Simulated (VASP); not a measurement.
The system is Rb3Ag.

```
Rb Ag
1.0
     6.13615    0.00000    0.00000
     0.00000    6.13615    0.00000
     0.00000    0.00000    6.13615
Rb Ag
3 1
Direct
  0.00000 0.50000 0.50000
  0.50000 0.00000 0.50000
  0.50000 0.50000 0.00000
  0.00000 0.00000 0.00000
```

Base run:

- Program: VASP 6.6.1
- Functional: RPBE
- Potentials or basis: VASP PAW PBE potentials, release 64 (Rb_sv, Ag)
- Cutoff: 520 eV
- k mesh: 3 × 3 × 3
- Occupations: gaussian, width 0.1 eV
- Spin: no spin polarisation

Its results: band gap on the k mesh 0.34 eV (least direct gap 0.56 eV); pressure 0.7 GPa.

Task: The run is repeated on the same cell with these changes: functional from RPBE to PBEsol; further incar settings from ALGO = Normal; EDIFF = 1e-07; NBANDS = 27 to ALGO = Normal; EDIFF = 1e-06; NBANDS = 27. What comes out?

Result: Band gap on the k mesh 0.32 eV (least direct gap 0.54 eV); pressure -0.4 GPa.

Caveats: the PAW data sets were made with another functional, which shifts forces and pressure a little; an odd mesh through Γ misses points on the zone boundary, where band edges can lie.
